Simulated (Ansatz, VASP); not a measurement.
**Two plane-wave programs on Ge**

```
CELL_PARAMETERS angstrom
4.12156 0.00000 0.00000
-2.06078 3.56938 0.00000
0.00000 0.00000 12.97838
ATOMIC_POSITIONS crystal
Ge 0.00000 0.00000 0.41802
Ge 0.00000 0.00000 0.58198
Ge 0.00000 0.00000 0.91802
Ge 0.00000 0.00000 0.08198
Ge 0.33333 0.66667 0.34420
Ge 0.66667 0.33333 0.65580
Ge 0.66667 0.33333 0.84420
Ge 0.33333 0.66667 0.15580
```

Alike in both runs: task single point; functional PBE; k mesh 15 × 15 × 4; occupations gaussian, width 0.15 eV; no spin polarisation.

|  | VASP | Ansatz |
| --- | --- | --- |
| version | VASP 6.6.1 | Ansatz 0.2.0 |
| potentials or method | VASP PAW PBE potentials, release 64 (Ge_d), cutoff 520 eV | scalar-relativistic, plane waves, PAW |
| valence electrons in the cell | 112 | 112 |

Ansatz gave:

* gap on the k mesh at the Fermi level (eV): none
* pressure (GPa): 3.0
* traceless stress, the component that is largest in VASP (GPa): 13.32
* rms of the force components (eV/Å): 2.148

Problem. Which values does VASP return?

Solution. gap on the k mesh at the Fermi level (eV): none; pressure (GPa): 3.0; traceless stress, the component that is largest in VASP (GPa): 13.29; rms of the force components (eV/Å): 2.145.

Atom by atom the forces differ by 0.003 eV/Å (rms over components). A gap of «none» marks a metal or a gap that the smearing closes. The functional is the same, so the differences come from potentials, cutoffs and numerics.
